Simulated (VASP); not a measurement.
# PbS (Fm-3m) in VASP: notebook

The runs below take PbS through single point, with PBE-based global hybrid with 15 % exact exchange, PBE-based screened hybrid with 10 % exact exchange.

Program: VASP 6.6.1. These are calculated values, not measurements. Logs are shortened: lines on timing, memory, paths and dates and some standing lists are left out, and cuts for length are marked.

### Step 1. The cell of the first run

The structure is cubic, space group Fm-3m (No. 225). Conventional cell: a = 5.930 Å, b = 5.930 Å, c = 5.930 Å, α = 90.00°, β = 90.00°, γ = 90.00°. Within 3.9 Å of Pb (site symmetry m-3m) lie 6 S at 2.97 Å. S (site symmetry m-3m) has 6 Pb at 2.97 Å within 3.9 Å.

### Step 2. Single point, PBE-based global hybrid with 15 % exact exchange

File POSCAR:

```
PbS
1.0
    0.0000000000      2.9650006778      2.9650006778
    2.9650006778      0.0000000000      2.9650006778
    2.9650006778      2.9650006778      0.0000000000
Pb S
1 1
Direct
    0.5000000000      0.5000000000      0.5000000000
    0.0000000000      0.0000000000      0.0000000000
```

File INCAR.step1:

```
PREC = Accurate
ENCUT = 520
EDIFF = 1E-5
ISMEAR = 0
SIGMA = 0.05
LREAL = False
LASPH = True
NELM = 100
ALGO = Normal
ISIF = 2
LWAVE = True
LCHARG = False
GGA = PE
NBANDS = 17
```

File INCAR.step2:

```
PREC = Accurate
ENCUT = 520
EDIFF = 1E-6
ISMEAR = 0
SIGMA = 0.05
LREAL = False
LASPH = True
NELM = 100
ALGO = Normal
ISIF = 2
LWAVE = False
LCHARG = False
GGA = PE
LHFCALC = True
AEXX = 0.15
PRECFOCK = Normal
ISTART = 1
NBANDS = 17
```

File KPOINTS:

```
regular mesh
0
Gamma
  4 4 4
```

Potentials or basis: VASP PAW PBE potentials, release 64 (Pb_d, S).

Started as:

```sh
cat potpaw_PBE.64/Pb_d/POTCAR potpaw_PBE.64/S/POTCAR > POTCAR
cp INCAR.step1 INCAR
mpirun -np 1 vasp_std > vasp.out
cp INCAR.step2 INCAR
mpirun -np 1 vasp_std > vasp.out
```

OUTCAR:

```text
PREC = Accurate
   ENCUT = 520
   EDIFF = 1E-6
   ISMEAR = 0
   LREAL = False
   LASPH = True
   NELM = 100
   ISIF = 2
   GGA = PE
   LHFCALC = True
   AEXX = 0.15
   PRECFOCK = Normal
   ISTART = 1

 ion  position               nearest neighbor table
   1  0.500  0.500  0.500-   2 2.97   2 2.97   2 2.97   2 2.97   2 2.97   2 2.97
   2  0.000  0.000  0.000-   1 2.97   1 2.97   1 2.97   1 2.97   1 2.97   1 2.97

  LATTYP: Found a face centered cubic cell.
 ALAT       =     5.9300013556

  Lattice vectors:

 A1 = (   0.0000000000,   2.9650006778,   2.9650006778)
 A2 = (   2.9650006778,   0.0000000000,   2.9650006778)
 A3 = (   2.9650006778,   2.9650006778,   0.0000000000)

Analysis of symmetry for initial positions (statically):
=====================================================================
 Subroutine PRICEL returns:
 Original cell was already a primitive cell.

 Routine SETGRP: Setting up the symmetry group for a
 face centered cubic supercell.

 Subroutine GETGRP returns: Found 48 space group operations
 (whereof 48 operations were pure point group operations)
 out of a pool of 48 trial point group operations.

The static configuration has the point symmetry O_h .

Analysis of symmetry for dynamics (positions and initial velocities):
=====================================================================
 Subroutine PRICEL returns:
 Original cell was already a primitive cell.

 Routine SETGRP: Setting up the symmetry group for a
 face centered cubic supercell.

 Subroutine GETGRP returns: Found 48 space group operations
 (whereof 48 operations were pure point group operations)
 out of a pool of 48 trial point group operations.

The dynamic configuration has the point symmetry O_h .

 Subroutine INISYM returns: Found 48 space group operations
 (whereof 48 operations are pure point group operations),
 and found     1 'primitive' translations

----------------------------------------------------------------------------------------

                                     Primitive cell

  volume of cell :      52.1320

  direct lattice vectors                    reciprocal lattice vectors
     0.000000000  2.965000678  2.965000678    -0.168634026  0.168634026  0.168634026
     2.965000678  0.000000000  2.965000678     0.168634026 -0.168634026  0.168634026
     2.965000678  2.965000678  0.000000000     0.168634026  0.168634026 -0.168634026

  length of vectors
     4.193144171  4.193144171  4.193144171     0.292082700  0.292082700  0.292082700

  position of ions in fractional coordinates (direct lattice)
     0.500000000  0.500000000  0.500000000
     0.000000000  0.000000000  0.000000000

  ion indices of the primitive-cell ions
   primitive index   ion index
                 1           1
                 2           2

----------------------------------------------------------------------------------------

 KPOINTS: regular mesh

Automatic generation of k-mesh.
 Grid dimensions read from file:
 generate k-points for:    4    4    4

 Generating k-lattice:

  Cartesian coordinates                     Fractional coordinates (reciprocal lattice)
    -0.042158506  0.042158506  0.042158506     0.250000000  0.000000000  0.000000000
     0.042158506 -0.042158506  0.042158506     0.000000000  0.250000000  0.000000000
     0.042158506  0.042158506 -0.042158506     0.000000000  0.000000000  0.250000000

  Length of vectors
     0.073020675  0.073020675  0.073020675

  Shift w.r.t. Gamma in fractional coordinates (k-lattice)
     0.000000000  0.000000000  0.000000000

 Subroutine IBZKPT returns following result:
 ===========================================

 Found      8 irreducible k-points:

 Following reciprocal coordinates:
            Coordinates               Weight
  0.000000  0.000000  0.000000      1.000000
  0.250000  0.000000  0.000000      8.000000
  0.500000  0.000000  0.000000      4.000000
  0.250000  0.250000  0.000000      6.000000
  0.500000  0.250000  0.000000     24.000000
 -0.250000  0.250000  0.000000     12.000000
  0.500000  0.500000  0.000000      3.000000
 -0.250000  0.500000  0.250000      6.000000
   k-points           NKPTS =      8   k-points in BZ     NKDIM =     64   number of bands    NBANDS=     17
   number of dos      NEDOS =    301   number of ions     NIONS =      2
   total plane-waves  NPLWV =  32768
   dimension x,y,z NGX =    32 NGY =   32 NGZ =   32
   dimension x,y,z NGXF=    64 NGYF=   64 NGZF=   64
   ions per type =               1   1
   NGX,Y,Z   is equivalent  to a cutoff of  12.69, 12.69, 12.69 a.u.
   NGXF,Y,Z  is equivalent  to a cutoff of  25.37, 25.37, 25.37 a.u.
 SYSTEM =  unknown system
   PREC   = accura    normal or accurate (medium, high low for compatibility)
   ISTART =      1    job   : 0-new  1-cont  2-samecut
   ICHARG =      0    charge: 1-file 2-atom 10-const
   ISPIN  =      1    spin polarized calculation?
   LNONCOLLINEAR =      F non collinear calculations
   LSORBIT =      F    spin-orbit coupling
   LASPH  =      T    aspherical Exc in radial PAW
   ENCUT  =  520.0 eV  38.22 Ry    6.18 a.u.   7.80  7.80  7.80*2*pi/ulx,y,z
   NELM   =    100;   NELMIN=  2; NELMDL=  0     # of ELM steps
   EDIFF  = 0.1E-05   stopping-criterion for ELM
   LREAL  =      F    real-space projection
   EDIFFG = 0.1E-04   stopping-criterion for IOM
   NSW    =      0    number of steps for IOM
   IBRION =     -1    ionic relax: 0-MD 1-quasi-New 2-CG
   NFREE  =      0    steps in history (QN), initial steepest desc. (CG)
   ISIF   =      2    stress and relaxation
   ISYM   =      3    0-nonsym 1-usesym 2-fastsym
   POTIM  = 0.5000    time-step for ionic-motion
   TEBEG  =    0.0;   TEEND  =   0.0 temperature during run
   PSTRESS=    0.0 pullay stress
   NELECT =      20.0000    total number of electrons
   NUPDOWN=      -1.0000    fix difference up-down
   EMIN   =  10.00;   EMAX   =-10.00  energy-range for DOS
   EFERMI =   0.00;   METHOD = LEGACY
   ISMEAR =     0;   SIGMA  =   0.05  broadening in eV -4-tet -1-fermi 0-gaus
   EFERMI_NEDOS =   21; number of points for ismear=-14 and -15
   IALGO  =     38    algorithm
   IMIX   =      1    mixing-type and parameters
     AMIX     =   0.40;   BMIX     =  1.00
     AMIX_MAG =   1.60;   BMIX_MAG =  1.00
  volume/ion in A,a.u.               =      26.07       175.90
  Fermi-wavevector in a.u.,A,eV,Ry     =   1.189552  2.247927 19.252700  1.415034
  Thomas-Fermi vector in A             =   2.325657
   LORBIT       =      0    0 simple, 1 ext, 2 COOP (PROOUT), +10 PAW based schemes
   GGA     = PE    functional components
   LHFCALC =     T    Hartree Fock is set to
   PRECFOCK=normal    Normal, Fast or Accurate (Low or Medium for compatibility)
   ENCUT4O =  -1.0   cutoff for four orbital integrals eV
   NKREDX  =     1    reduce k-point grid by
   NKREDY  =     1    reduce k-point grid by
   NKREDZ  =     1    reduce k-point grid by
   AEXX    =    0.1500 exact exchange contribution
   HFSCREEN=    0.0000 screening length (either q_TF or 0.3 A-1)
   HFSCREENC=   0.0000 screening length for correlation (either q_TF or 0.3 A-1)
   ENCUTFOCK=  -1.0 apply spherical cutoff to Coloumb kernel
   IVDW    =     0    specifies the selected vdW correction
   LEPSILON=     F    determine dielectric tensor
   LRPA    =     F    only Hartree local field effects (RPA)
 non-spin polarized calculation
 Gauss-broadening in eV      SIGMA  =   0.05
  energy-cutoff  :      520.00
  volume of cell :       52.13
 maximum number of plane-waves:      1424
  NGX = 24; NGY = 24; NGZ = 24

 number of electron      19.9999998 magnetization

 Free energy of the ion-electron system (eV)
  ---------------------------------------------------
  ext. energy  EPLUGINS =         0.00000000
  ---------------------------------------------------
  free energy    TOTEN  =       -10.35541005 eV

  energy without entropy =      -10.35541005  energy(sigma->0) =      -10.35541005

 E-fermi :   5.7723     XC(G=0):  -8.4722

 val. band max:        5.4595764019   @ k =   0.5000   0.0000   0.0000
 cond. band min:       6.4764850940   @ k =   0.5000   0.0000   0.0000
 fundamental gap:      1.0169086921
 Fermi energy:         5.7723087299

 k-point     1 :       0.0000    0.0000    0.0000
  band No.  band energies     occupation
      1     -12.4689      2.00000
      2     -12.4689      2.00000
      3     -12.4689      2.00000
      4     -12.4606      2.00000
      5     -12.4606      2.00000
      6      -9.1303      2.00000
[... 9 lines left out ...]
     16      13.0290      0.00000
     17      14.9247      0.00000

 k-point     2 :       0.2500    0.0000    0.0000
  band No.  band energies     occupation
      1     -12.4794      2.00000
      2     -12.4794      2.00000
      3     -12.4672      2.00000
      4     -12.4444      2.00000
      5     -12.4444      2.00000
      6      -8.6040      2.00000
[... 9 lines left out ...]
     16      14.3120      0.00000
     17      18.3027      0.00000

 k-point     3 :       0.5000    0.0000    0.0000
  band No.  band energies     occupation
      1     -12.4961      2.00000
      2     -12.4961      2.00000
      3     -12.4667      2.00000
      4     -12.4218      2.00000
      5     -12.4218      2.00000
      6      -7.8385      2.00000
[... 9 lines left out ...]
     16      16.6063      0.00000
     17      17.0147      0.00000

 k-point     4 :       0.2500    0.2500    0.0000
  band No.  band energies     occupation
      1     -12.5248      2.00000
      2     -12.4817      2.00000
      3     -12.4477      2.00000
      4     -12.4393      2.00000
      5     -12.4393      2.00000
      6      -8.4025      2.00000
[... 9 lines left out ...]
     16      16.4599      0.00000
     17      16.4611      0.00000

 k-point     5 :       0.5000    0.2500    0.0000
  band No.  band energies     occupation
      1     -12.5580      2.00000
      2     -12.4708      2.00000
      3     -12.4636      2.00000
      4     -12.4305      2.00000
      5     -12.4170      2.00000
      6      -7.6231      2.00000
[... 9 lines left out ...]
     16      17.2444      0.00000
     17      17.9223      0.00000

 k-point     6 :      -0.2500    0.2500    0.0000
  band No.  band energies     occupation
      1     -12.5129      2.00000
      2     -12.4807      2.00000
      3     -12.4550      2.00000
      4     -12.4389      2.00000
      5     -12.4368      2.00000
      6      -7.9009      2.00000
[... 9 lines left out ...]
     16      16.2786      0.00000
     17      17.1844      0.00000

 k-point     7 :       0.5000    0.5000    0.0000
  band No.  band energies     occupation
      1     -12.6277      2.00000
      2     -12.4946      2.00000
      3     -12.4348      2.00000
      4     -12.4079      2.00000
      5     -12.4079      2.00000
      6      -7.3692      2.00000
[... 9 lines left out ...]
     16      18.8293      0.00000
     17      18.8488      0.00000

 k-point     8 :      -0.2500    0.5000    0.2500
  band No.  band energies     occupation
      1     -12.5803      2.00000
      2     -12.4616      2.00000
      3     -12.4527      2.00000
      4     -12.4527      2.00000
      5     -12.4080      2.00000
      6      -7.3349      2.00000
[... 9 lines left out ...]
     16      18.5283      0.00000
     17      18.8201      0.00000

------------------------ aborting loop because EDIFF is reached ----------------------------------------

  FORCE on cell =-STRESS in cart. coord.  units (eV):
  Direction    XX          YY          ZZ          XY          YZ          ZX
  --------------------------------------------------------------------------------------
  -------------------------------------------------------------------------------------
  Total        0.4916267      0.4916267      0.4916267     -0.0000000      0.0000000     -0.0000000
  in kB       15.1092063     15.1092063     15.1092063     -0.0000000      0.0000000     -0.0000000
  external PRESSURE =      15.1092063 kB  Pullay stress =       0.0000000 kB

 VOLUME and BASIS-vectors are now :
 -----------------------------------------------------------------------------
  energy-cutoff  :      520.00
  volume of cell :       52.13
      direct lattice vectors                 reciprocal lattice vectors
     0.000000000  2.965000678  2.965000678    -0.168634026  0.168634026  0.168634026
     2.965000678  0.000000000  2.965000678     0.168634026 -0.168634026  0.168634026
     2.965000678  2.965000678  0.000000000     0.168634026  0.168634026 -0.168634026

 POSITION                                       TOTAL-FORCE (eV/Angst)
 -----------------------------------------------------------------------------------
      2.96500      2.96500      2.96500        -0.000000      0.000000     -0.000000
      0.00000      0.00000      0.00000         0.000000      0.000000      0.000000
 -----------------------------------------------------------------------------------
    total drift:                                0.000001      0.000000      0.000001

  FREE ENERGIE OF THE ION-ELECTRON SYSTEM (eV)
  ---------------------------------------------------
  free  energy   TOTEN  =       -10.3554100463 eV

  energy  without entropy=      -10.3554100463  energy(sigma->0) =      -10.35541005
```

Run time: 12 min. Hardware: 1 thread of Intel Xeon 8259CL, shared host; peak memory 0.19 GiB.

Results:

```
Free energy            : -10.3554 eV
Pressure               : 1.5 GPa
Band gap on the k mesh : 1.02 eV
```

Caveat: the k points lie up to 0.46 Å⁻¹ apart; the PAW data sets were made with another functional, which shifts forces and pressure a little; spin-orbit coupling is left out, which moves the levels of the heavy elements. A k mesh can miss the band edges.

(Part 1 of 2 ends here.)
